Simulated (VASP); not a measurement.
A run of VASP 6.6.1 is set up as follows.

Contents of INCAR:

```
SYSTEM = Ti5AlN6
ALGO = Normal
EDIFF = 1E-6
ENCUT = 600
GGA = PE
GGA_COMPAT = .FALSE.
ISIF = 2
ISMEAR = 0
LASPH = .TRUE.
LCHARG = .FALSE.
LREAL = .FALSE.
LWAVE = .FALSE.
NBANDS = 58
NELM = 120
PREC = Accurate
SIGMA = 0.1
```

KPOINTS

```
k-points
0
G
  6 6 2
  0 0 0
```

The input POSCAR:

```
Ti5AlN6
1.0
    2.9805092000      0.0000000000      0.0000000000
    0.0000000000      2.9805092000      0.0000000000
    0.0000000000      0.0000000000     12.7342438000
Ti Al N
5 1 6
Direct
    0.5000000000      0.5000000000      0.1701970000
    0.0000000000      0.0000000000      0.3316880000
    0.5000000000      0.5000000000      0.5000000000
    0.0000000000      0.0000000000      0.6683120000
    0.5000000000      0.5000000000      0.8298030000
    0.0000000000      0.0000000000      0.0000000000
    0.0000000000      0.0000000000      0.1598570000
    0.5000000000      0.5000000000      0.3341830000
    0.0000000000      0.0000000000      0.5000000000
    0.5000000000      0.5000000000      0.6658170000
    0.0000000000      0.0000000000      0.8401430000
    0.5000000000      0.5000000000      0.0000000000
```

Potentials or basis: VASP PAW PBE potentials, release 64 (Ti_sv, Al, N).

Command:

```console
$ cat potpaw_PBE.64/Ti_sv/POTCAR potpaw_PBE.64/Al/POTCAR potpaw_PBE.64/N/POTCAR > POTCAR
$ mpirun -np 1 vasp_std > vasp.out
```

(1) What does it give for the band gap on the k mesh?

(2) Estimate the largest force.

(3) Predict the pressure.

## Answers

(1) zero (an odd number of electrons rules out a gap without spin polarisation).

(2) 0.083 eV/Å.

(3) 0.2 GPa.

Caveat: an odd number of electrons without spin polarisation forces a metal; a magnetic or distorted state may lie lower.
